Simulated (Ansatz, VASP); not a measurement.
## Sr2TeO: VASP beside Ansatz

The input POSCAR:

```
Sr2TeO
1.0
    2.0688328814      1.1944412210      7.0354503811
   -2.0688328814      1.1944412210      7.0354503811
    0.0000000000     -2.3888824420      7.0354503811
O Te Sr
1 1 2
Direct
    1.0000000000      0.0000000000      0.0000000000
    0.5000000000      0.5000000000      0.5000000000
    0.2681616538      0.2681616538      0.2681616538
    0.7318383462      0.7318383462      0.7318383462
```

INCAR.step1

```
PREC = Accurate ; ENCUT = 520
ISMEAR = 0 ; SIGMA = 0.01
LREAL = F ; LASPH = T
NELM = 60 ; NBANDS = 24
GGA = PE ; ALGO = Normal
EDIFF = 1E-4 ; LWAVE = T
LCHARG = F
```

The input INCAR.step2:

```
PREC = Accurate ; ENCUT = 520
EDIFF = 1E-7 ; ISMEAR = 0
SIGMA = 0.01 ; LREAL = F
LASPH = T ; NELM = 60
ALGO = Normal ; ISIF = 2
LWAVE = F ; LCHARG = F
METAGGA = R2SCAN ; LMIXTAU = T
NBANDS = 24 ; ISTART = 1
```

File KPOINTS:

```
Automatic mesh
0
Gamma
  8 8 8
```

Input for Ansatz:

```yaml
crystal:
  lattice:
    - [2.0688328814, 1.194441221, 7.0354503811]
    - [-2.0688328814, 1.194441221, 7.0354503811]
    - [0.0, -2.388882442, 7.0354503811]
  atoms:
    - { symbol: O, position: [1.0, 0.0, 0.0] }
    - { symbol: Te, position: [0.5, 0.5, 0.5] }
    - { symbol: Sr, position: [0.2681616538, 0.2681616538, 0.2681616538] }
    - { symbol: Sr, position: [0.7318383462, 0.7318383462, 0.7318383462] }
kpoints:
  mp_grid: { grid: [8, 8, 8] }
  band_path:
    path:
      - [0.0, 0.0, 0.0]
      - [0.5, 0.5, 0.5]
      - [0.8141177091, 0.1858822909, 0.5]
      - [0.5, -0.1858822909, 0.1858822909]
      - [0.5, 0.0, 0.0]
      - [0.3429411455, -0.3429411455, 0.0]
      - [0.6570588545, 0.0, 0.3429411455]
      - [0.5, 0.0, 0.5]
      - [0.0, 0.5, 0.5]
    npoints: 1
hamiltonian:
  xc: r2scan
scf:
  occupations: { method: fixed }
  n_extra_bands: 5
output:
  forces: true
  stress: true
  eigenvalues: true
```

Alike in both runs: task single point; functional r2SCAN; k mesh 8 × 8 × 8; no spin polarisation.

```csv
,VASP,Ansatz
version,VASP 6.6.1,Ansatz 0.2.0
potentials or method,"VASP PAW PBE potentials, release 64 (O, Te, Sr_sv)","plane waves, PAW"
plane-wave cutoff (eV),520,500
occupations,"gaussian, width 0.01 eV",fixed
valence electrons in the cell,32,42
```

```csv
,VASP,Ansatz,Ansatz less VASP
gap on the k mesh at the Fermi level (eV),1.40,1.43,+0.031
pressure (GPa),0.2,0.0,-0.20
```

VASP's potentials were made for PBE, not for r2SCAN. VASP's potentials hold 32 valence electrons a cell and Ansatz's 42, so a difference there can come from the potentials and not from the codes.

Spin-orbit coupling is off throughout.
